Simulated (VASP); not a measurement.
# CdSe (P6_3mc) in VASP: relaxation of cell and atoms with LDA

Aim: the relaxation of cell and atoms of CdSe with LDA.

Everything below comes from runs of VASP 6.6.1. Logs are shortened: lines on timing, memory, paths and dates and some standing lists are left out, and cuts for length are marked.

### 1 The cell of the first run

It takes space group P6_3mc (No. 186, hexagonal). Conventional cell: a = 4.300 Å, b = 4.300 Å, c = 7.011 Å, α = 90.00°, β = 90.00°, γ = 120.00°. Within 3.5 Å of Cd (site symmetry 3m) lie 4 Se at 2.63 to 2.64 Å. Se (site symmetry 3m) has 4 Cd at 2.63 to 2.64 Å within 3.5 Å.

### 2 Relaxation of cell and atoms, LDA

INCAR

```
SYSTEM = CdSe
PREC = Accurate
ENCUT = 600
EDIFF = 1E-6
ISMEAR = 0
SIGMA = 0.02
LREAL = .False.
LASPH = .True.
NELM = 100
ALGO = Normal
ISIF = 3
LWAVE = .False.
LCHARG = .False.
GGA = CA
IBRION = 2
NSW = 100
EDIFFG = -0.002
```

KPOINTS

```
Automatic mesh
0
Gamma
  9 9 6
  0 0 0
```

POSCAR

```
CdSe
1.0
    4.3000000000      0.0000000000      0.0000000000
   -2.1500000000      3.7239092363      0.0000000000
    0.0000000000      0.0000000000      7.0110000000
Cd Se
2 2
Direct
    0.3333333333      0.6666666667      0.0000000000
    0.6666666667      0.3333333333      0.5000000000
    0.3333333333      0.6666666667      0.3760000000
    0.6666666667      0.3333333333      0.8760000000
```

Potentials or basis: VASP PAW LDA potentials, release 64 (Cd, Se).

Launch:

```console
> cat potpaw_LDA.64/Cd/POTCAR potpaw_LDA.64/Se/POTCAR > POTCAR
> mpirun -np 1 vasp_std > vasp.out
```

OUTCAR:

```text
SYSTEM = CdSe
   PREC = Accurate
   ENCUT = 600
   EDIFF = 1E-6
   ISMEAR = 0
   LREAL = .False.
   LASPH = .True.
   NELM = 100
   ISIF = 3
   GGA = CA
   IBRION = 2
   NSW = 100
   EDIFFG = -0.002

 ion  position               nearest neighbor table
   1  0.333  0.667  0.000-   4 2.63   4 2.63   4 2.63   3 2.64
   2  0.667  0.333  0.500-   3 2.63   3 2.63   3 2.63   4 2.64
   3  0.333  0.667  0.376-   2 2.63   2 2.63   2 2.63   1 2.64
   4  0.667  0.333  0.876-   1 2.63   1 2.63   1 2.63   2 2.64

  LATTYP: Found a hexagonal cell.
 ALAT       =     4.3000000000
 C/A-ratio  =     1.6304651163

  Lattice vectors:

 A1 = (   4.3000000000,   0.0000000000,   0.0000000000)
 A2 = (  -2.1500000000,   3.7239092363,   0.0000000000)
 A3 = (   0.0000000000,   0.0000000000,   7.0110000000)

Analysis of symmetry for initial positions (statically):
=====================================================================
 Subroutine PRICEL returns:
 Original cell was already a primitive cell.

 Routine SETGRP: Setting up the symmetry group for a
 hexagonal supercell.

 Subroutine GETGRP returns: Found 12 space group operations
 (whereof  6 operations were pure point group operations)
 out of a pool of 24 trial point group operations.

The static configuration has the point symmetry C_3v.
 The point group associated with its full space group is C_6v.

Analysis of symmetry for dynamics (positions and initial velocities):
=====================================================================
 Subroutine PRICEL returns:
 Original cell was already a primitive cell.

 Routine SETGRP: Setting up the symmetry group for a
 hexagonal supercell.

 Subroutine GETGRP returns: Found 12 space group operations
 (whereof  6 operations were pure point group operations)
 out of a pool of 24 trial point group operations.

The dynamic configuration has the point symmetry C_3v.
 The point group associated with its full space group is C_6v.

 Subroutine INISYM returns: Found 12 space group operations
 (whereof  6 operations are pure point group operations),
 and found     1 'primitive' translations

----------------------------------------------------------------------------------------

                                     Primitive cell

  volume of cell :     112.2658

  direct lattice vectors                    reciprocal lattice vectors
     4.300000000  0.000000000  0.000000000     0.232558140  0.134267504  0.000000000
    -2.150000000  3.723909236  0.000000000     0.000000000  0.268535009  0.000000000
     0.000000000  0.000000000  7.011000000     0.000000000  0.000000000  0.142633005

  length of vectors
     4.300000000  4.300000000  7.011000000     0.268535009  0.268535009  0.142633005

  position of ions in fractional coordinates (direct lattice)
     0.333333333  0.666666667  0.000000000
     0.666666667  0.333333333  0.500000000
     0.333333333  0.666666667  0.376000000
     0.666666667  0.333333333  0.876000000

  ion indices of the primitive-cell ions
   primitive index   ion index
                 1           1
                 2           2
                 3           3
                 4           4

----------------------------------------------------------------------------------------

 KPOINTS: Automatic mesh

Automatic generation of k-mesh.
 Grid dimensions read from file:
 generate k-points for:    9    9    6

 Generating k-lattice:

  Cartesian coordinates                     Fractional coordinates (reciprocal lattice)
     0.025839793  0.014918612  0.000000000     0.111111111 -0.000000000  0.000000000
     0.000000000  0.029837223  0.000000000     0.000000000  0.111111111  0.000000000
     0.000000000  0.000000000  0.023772168     0.000000000  0.000000000  0.166666667

  Length of vectors
     0.029837223  0.029837223  0.023772168

  Shift w.r.t. Gamma in fractional coordinates (k-lattice)
     0.000000000  0.000000000  0.000000000

 Subroutine IBZKPT returns following result:
 ===========================================

 Found     48 irreducible k-points:

 Following reciprocal coordinates:
            Coordinates               Weight
  0.000000  0.000000  0.000000      1.000000
  0.111111 -0.000000  0.000000      6.000000
  0.222222 -0.000000  0.000000      6.000000
  0.333333 -0.000000  0.000000      6.000000
  0.444444 -0.000000  0.000000      6.000000
  0.111111  0.111111  0.000000      6.000000
[... 16 lines left out ...]
  0.333333  0.222222  0.166667     24.000000
  0.333333  0.333333  0.166667      4.000000
 [... further k-points ...]
   k-points           NKPTS =     48   k-points in BZ     NKDIM =     48   number of bands    NBANDS=     22
   number of dos      NEDOS =    301   number of ions     NIONS =      4
   total plane-waves  NPLWV =  72576
   dimension x,y,z NGX =    36 NGY =   36 NGZ =   56
   dimension x,y,z NGXF=    72 NGYF=   72 NGZF=  112
   ions per type =               2   2
   NGX,Y,Z   is equivalent  to a cutoff of  13.92, 13.92, 13.28 a.u.
   NGXF,Y,Z  is equivalent  to a cutoff of  27.84, 27.84, 26.56 a.u.
 SYSTEM =  CdSe
   PREC   = accura    normal or accurate (medium, high low for compatibility)
   ISTART =      0    job   : 0-new  1-cont  2-samecut
   ICHARG =      2    charge: 1-file 2-atom 10-const
   ISPIN  =      1    spin polarized calculation?
   LNONCOLLINEAR =      F non collinear calculations
   LSORBIT =      F    spin-orbit coupling
   LASPH  =      T    aspherical Exc in radial PAW
   ENCUT  =  600.0 eV  44.10 Ry    6.64 a.u.   8.59  8.59 14.00*2*pi/ulx,y,z
   NELM   =    100;   NELMIN=  2; NELMDL= -5     # of ELM steps
   EDIFF  = 0.1E-05   stopping-criterion for ELM
   LREAL  =      F    real-space projection
   EDIFFG = -.2E-02   stopping-criterion for IOM
   NSW    =    100    number of steps for IOM
   IBRION =      2    ionic relax: 0-MD 1-quasi-New 2-CG
   NFREE  =      1    steps in history (QN), initial steepest desc. (CG)
   ISIF   =      3    stress and relaxation
   ISYM   =      2    0-nonsym 1-usesym 2-fastsym
   POTIM  = 0.5000    time-step for ionic-motion
   TEBEG  =    0.0;   TEEND  =   0.0 temperature during run
   PSTRESS=    0.0 pullay stress
   NELECT =      36.0000    total number of electrons
   NUPDOWN=      -1.0000    fix difference up-down
   EMIN   =  10.00;   EMAX   =-10.00  energy-range for DOS
   EFERMI =   0.00;   METHOD = LEGACY
   ISMEAR =     0;   SIGMA  =   0.02  broadening in eV -4-tet -1-fermi 0-gaus
   EFERMI_NEDOS =   21; number of points for ismear=-14 and -15
   IALGO  =     38    algorithm
   IMIX   =      4    mixing-type and parameters
     AMIX     =   0.40;   BMIX     =  1.00
     AMIX_MAG =   1.60;   BMIX_MAG =  1.00
  volume/ion in A,a.u.               =      28.07       189.40
  Fermi-wavevector in a.u.,A,eV,Ry     =   1.120538  2.117509 17.083541  1.255605
  Thomas-Fermi vector in A             =   2.257185
   LORBIT       =      0    0 simple, 1 ext, 2 COOP (PROOUT), +10 PAW based schemes
   GGA     = CA    functional components
   LHFCALC =     F    Hartree Fock is set to
   AEXX    =    0.0000 exact exchange contribution
   IVDW    =     0    specifies the selected vdW correction
   LEPSILON=     F    determine dielectric tensor
   LRPA    =     F    only Hartree local field effects (RPA)
 conjugate gradient relaxation of ions
 non-spin polarized calculation
 Gauss-broadening in eV      SIGMA  =   0.02
  energy-cutoff  :      600.00
  volume of cell :      112.27
 maximum number of plane-waves:      3791
 NGX is ok and might be reduce to    36
   NGX = 17   NGY = 17   NGZ = 29

--------------------------------------- Ionic step        1  -------------------------------------------

 number of electron      35.9999992 magnetization

 Free energy of the ion-electron system (eV)
  ---------------------------------------------------
  ext. energy  EPLUGINS =         0.00000000
  ---------------------------------------------------
  free energy    TOTEN  =       -13.50653340 eV

  energy without entropy =      -13.50653340  energy(sigma->0) =      -13.50653340

------------------------ aborting loop because EDIFF is reached ----------------------------------------

  FORCE on cell =-STRESS in cart. coord.  units (eV):
  Direction    XX          YY          ZZ          XY          YZ          ZX
  --------------------------------------------------------------------------------------
  -------------------------------------------------------------------------------------
  Total       -1.0283818     -1.0283818     -0.9835033      0.0000000      0.0000000      0.0000000
  in kB      -14.6763302    -14.6763302    -14.0358559      0.0000000      0.0000000      0.0000000
  external PRESSURE =     -14.4628388 kB  Pullay stress =       0.0000000 kB
[... 95 lines left out ...]
  FREE ENERGIE OF THE ION-ELECTRON SYSTEM (eV)
  ---------------------------------------------------
  free  energy   TOTEN  =       -13.5204158543 eV

  energy  without entropy=      -13.5204158543  energy(sigma->0) =      -13.52041585

[... ionic steps 4 to 8 ...]

--------------------------------------- Ionic step        9  -------------------------------------------

 number of electron      36.0000005 magnetization

------------------------ aborting loop because EDIFF is reached ----------------------------------------

  FORCE on cell =-STRESS in cart. coord.  units (eV):
  Direction    XX          YY          ZZ          XY          YZ          ZX
  --------------------------------------------------------------------------------------
  -------------------------------------------------------------------------------------
  Total       -0.0168199     -0.0168199     -0.0187538      0.0000000     -0.0000000      0.0000000
  in kB       -0.2464861     -0.2464861     -0.2748261      0.0000000     -0.0000000      0.0000000
  external PRESSURE =      -0.2559328 kB  Pullay stress =       0.0000000 kB
[... 61 lines left out ...]
  energy  without entropy=      -13.5204573911  energy(sigma->0) =      -13.52045739

--------------------------------------- Ionic step       11  -------------------------------------------

 number of electron      36.0000006 magnetization

 Free energy of the ion-electron system (eV)
  ---------------------------------------------------
  ext. energy  EPLUGINS =         0.00000000
  ---------------------------------------------------
  free energy    TOTEN  =       -13.52046868 eV

  energy without entropy =      -13.52046868  energy(sigma->0) =      -13.52046868

 E-fermi :   1.1836     XC(G=0):  -9.4142

 val. band max:        1.0609375533   @ k =   0.0000   0.0000   0.0000
 cond. band min:       1.5402613732   @ k =   0.0000   0.0000   0.0000
 fundamental gap:      0.4793238199
 Fermi energy:         1.1836008996

 k-point     1 :       0.0000    0.0000    0.0000
  band No.  band energies     occupation
      1     -11.7642      2.00000
      2     -11.3531      2.00000
      3      -6.9947      2.00000
      4      -6.9856      2.00000
      5      -6.9856      2.00000
      6      -6.9116      2.00000
[... 574 lines left out ...]
      6      -6.7372      2.00000
[... 14 lines left out ...]
     21       5.5671      0.00000
     22       7.5982      0.00000

 [... further k-points ...]

------------------------ aborting loop because EDIFF is reached ----------------------------------------

  FORCE on cell =-STRESS in cart. coord.  units (eV):
  Direction    XX          YY          ZZ          XY          YZ          ZX
  --------------------------------------------------------------------------------------
  -------------------------------------------------------------------------------------
  Total       -0.0030484     -0.0030484      0.0006556      0.0000000     -0.0000000      0.0000000
  in kB       -0.0446932     -0.0446932      0.0096117      0.0000000     -0.0000000      0.0000000
  external PRESSURE =      -0.0265916 kB  Pullay stress =       0.0000000 kB
[... 19 lines left out ...]
  FREE ENERGIE OF THE ION-ELECTRON SYSTEM (eV)
  ---------------------------------------------------
  free  energy   TOTEN  =       -13.5204686752 eV

  energy  without entropy=      -13.5204686752  energy(sigma->0) =      -13.52046868

 reached required accuracy - stopping structural energy minimisation
```

Run time: 4.9 min. Hardware: 1 thread of Intel Xeon 6975P-C (Granite Rapids), shared host; peak memory 0.3 GiB.

Results:

```yaml
Free_energy: -13.5205 eV
Relaxed_volume: 27.32 Å³/atom
Relaxed_cell: a = 4.258 Å, b = 4.258 Å, c = 6.958 Å, α = 90.00°, β = 90.00°, γ = 120.00°
Space_group_after_relaxing_to_0.1_Å: P6_3mc (No. 186)
Energy_gained_by_relaxing: 3.5 meV/atom
Ionic_steps: 11
Pressure_after_relaxing: 0.0 GPa
Band_gap_on_the_k_mesh: 0.48 eV
```

The path:
```csv
step,energy change (eV),largest force (eV/Å),pressure (GPa),volume (Å³)
1,0.0000,0.0029,-1.45,112.27
2,-0.0119,0.0101,0.61,108.20
3,-0.0139,0.0077,0.00,109.29
4,-0.0139,0.0076,-0.03,109.34
5,-0.0139,0.0066,-0.03,109.34
6,-0.0139,0.0032,-0.03,109.34
7,-0.0139,0.0036,-0.02,109.32
8,-0.0139,0.0005,-0.02,109.33
9,-0.0139,0.0009,-0.03,109.33
10,-0.0139,0.0002,0.04,109.20
11,-0.0139,0.0007,0.00,109.28
```

Final structure:
```cif
data_structure
_symmetry_space_group_name_H-M 'P 1'
_symmetry_Int_Tables_number 1
_cell_length_a 4.2585
_cell_length_b 4.2585
_cell_length_c 6.9583
_cell_angle_alpha 90.000
_cell_angle_beta 90.000
_cell_angle_gamma 120.000
_cell_volume 109.28
loop_
_atom_site_label
_atom_site_type_symbol
_atom_site_fract_x
_atom_site_fract_y
_atom_site_fract_z
_atom_site_occupancy
Cd1 Cd 0.33333 0.66667 0.00031 1
Cd2 Cd 0.66667 0.33333 0.50031 1
Se1 Se 0.33333 0.66667 0.37569 1
Se2 Se 0.66667 0.33333 0.87569 1
```
